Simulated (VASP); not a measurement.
Write the native input for VASP 6.6.1 that does the following.

- Task: single point
- Functional: LDA
- Potentials or basis: VASP PAW LDA potentials, release 64 (Ti_sv)
- Cutoff: 520 eV
- k mesh: 22 × 22 × 22
- Occupations: gaussian, width 0.15 eV
- Spin: no spin polarisation
- Dipole correction: no
- Further INCAR settings: ALGO = Fast; EDIFF = 1e-06; NBANDS = 12

The structure of Ti lies in POSCAR:

```
Ti
1.0
   -1.5035831967      1.5035831967      1.9546581557
    1.5035831967     -1.5035831967      1.9546581557
    1.5035831967      1.5035831967     -1.9546581557
Ti
1
Direct
    0.0000000000      0.0000000000      0.0000000000
```

This cell differs from its parent crystal: ratio of the length along z to the lengths across it x 1.3, volume and fractional coordinates fixed.

One way to write it, as run:

INCAR

```
SYSTEM = Ti
PREC     = Accurate       ! precision mode
ENCUT    = 520            ! plane-wave cutoff, eV
EDIFF    = 1E-6           ! SCF threshold, eV
ISMEAR   = 0              ! smearing method
SIGMA    = 0.15           ! smearing width, eV
LREAL    = .False.        ! projectors in reciprocal space
LASPH    = .True.         ! aspherical terms in the spheres
NELM     = 100            ! most SCF steps
ALGO     = Fast           ! electronic algorithm
ISIF     = 2              ! what is computed and relaxed
LWAVE    = .False.        ! write WAVECAR
LCHARG   = .False.        ! write CHGCAR
NBANDS   = 12             ! bands
```

KPOINTS

```
regular mesh
0
Gamma
  22 22 22
  0 0 0
```

Potentials or basis: VASP PAW LDA potentials, release 64 (Ti_sv).

Launch:

```bash
$ cat potpaw_LDA.64/Ti_sv/POTCAR > POTCAR
$ mpirun -np 1 vasp_std > vasp.out
```

Results of the run:

```json
{
 "Pressure": "-10.4 GPa",
 "Band gap on the k mesh": "zero (band 6 reaches 8.60 eV, above the bottom of band 7 at 7.21 eV)"
}
```

It took 2 min on 1 thread of Intel(R) Xeon(R) 6975P-C (Granite Rapids), with other jobs on the host, peak memory 0.27 GiB.
